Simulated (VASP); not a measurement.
Write the native input for VASP 6.6.1 that does the following.

```yaml
Task: single point
Functional: PBE
Potentials_or_basis: VASP PAW PBE potentials, release 64 (Nb_sv)
Cutoff: 520 eV
k_mesh: 8 × 8 × 8
Occupations: gaussian, width 0.025 eV
Spin: non-collinear spin, zero start, spin-orbit coupling
Starting_moments: "[[0.0, 0.0, 0.0]] μB"
Dipole_correction: no
Further_INCAR_settings: ALGO = Normal; EDIFF = 1e-06; NBANDS = 24
```

The structure of Nb lies in POSCAR:

```
Nb
1.0
    2.7196400000      0.0000000000      0.0000000000
    0.0000000000      2.7196400000      0.0000000000
    0.0000000000      0.0000000000      2.7196400000
Nb
1
Direct
    0.5000000000      0.5000000000      0.5000000000
```

This isn't the form of Nb at room conditions, which is bcc.

One way to write it, as run:

INCAR

```
ALGO = Normal ; EDIFF = 1E-6
ENCUT = 520 ; GGA = PE
GGA_COMPAT = False ; ISIF = 2
ISMEAR = 0 ; LASPH = True
LCHARG = True ; LMAXMIX = 4
LNONCOLLINEAR = True ; LORBIT = 11
LORBMOM = True ; LREAL = False
LSORBIT = True ; LVHAR = True
LWAVE = False ; MAGMOM = 0 0 0
NBANDS = 24 ; NELM = 150
PREC = Accurate ; SIGMA = 0.025
```

KPOINTS

```
k-points
0
Gamma
  8 8 8
```

Potentials or basis: VASP PAW PBE potentials, release 64 (Nb_sv).

Launch:

```bash
$ cat potpaw_PBE.64/Nb_sv/POTCAR > POTCAR
$ mpirun -np 1 vasp_ncl > vasp.out
```

It gave:

```json
{
  "Pressure": "-1.9 GPa",
  "Net moment": "0.00 μB per cell",
  "Valence electrons inside the program's atomic spheres": "Nb 10.81"
}
```

Run time: 46 s on 1 thread of Intel Xeon 8259CL, with other jobs on the host, peak memory 0.17 GiB.
